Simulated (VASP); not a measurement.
Wanted: the native input for a VASP 6.6.1 run.

| Property | Result |
| --- | --- |
| Task | single point |
| Functional | PBE |
| Potentials or basis | VASP PAW PBE potentials, release 64 (Ge_d, Al, F) |
| Cutoff | 520 eV |
| k mesh | 5 × 5 × 3 |
| Occupations | fermi-dirac, width 0.1 eV |
| Spin | no spin polarisation |
| Dipole correction | no |
| Further INCAR settings | ALGO = Normal; EDIFF = 1e-06; NBANDS = 28 |

The structure of Al2Ge2F lies in POSCAR:

```
Al2Ge2F
1.0
    1.9739780000      3.4190270000      0.0000000000
   -1.9739780000      3.4190270000      0.0000000000
    0.0000000000      0.0000000000      6.3182080000
Ge Al F
2 2 1
Direct
    0.3333000000      0.3334000000      0.2654500000
    0.6667000000      0.6666000000      0.7345500000
    0.3333000000      0.3334000000      0.6423000000
    0.6667000000      0.6666000000      0.3577000000
    0.0000000000      0.0000000000      0.0000000000
```

The input as run:

INCAR

```
ALGO     = Normal         # electronic algorithm
EDIFF    = 1E-6           # SCF threshold, eV
ENCUT    = 520            # plane-wave cutoff, eV
GGA      = PE             # functional
ISIF     = 2              # what is computed and relaxed
ISMEAR   = -1             # smearing method
LASPH    = True           # aspherical terms in the spheres
LCHARG   = False          # write CHGCAR
LREAL    = False          # projectors in reciprocal space
LWAVE    = False          # write WAVECAR
NBANDS   = 28             # bands
NELM     = 80             # most SCF steps
PREC     = Accurate       # precision mode
SIGMA    = 0.1            # smearing width, eV
```

KPOINTS

```
k-points
0
Gamma
  5 5 3
```

Potentials or basis: VASP PAW PBE potentials, release 64 (Ge_d, Al, F).

The run is started by

```sh
$ cat potpaw_PBE.64/Ge_d/POTCAR potpaw_PBE.64/Al/POTCAR potpaw_PBE.64/F/POTCAR > POTCAR
$ mpirun -np 1 vasp_std > vasp.out
```

It gave:

```json
{
  "Pressure": "18.2 GPa",
  "Largest force": "2.853 eV/Å"
}
```

Caveat: the k points lie up to 0.37 Å⁻¹ apart; an odd number of electrons without spin polarisation forces a metal; a magnetic or distorted state may lie lower.

Run time: 28 s on 1 thread of AMD EPYC 9R45 96-Core Processor (Zen 5), on a shared host, peak memory 0.19 GiB.
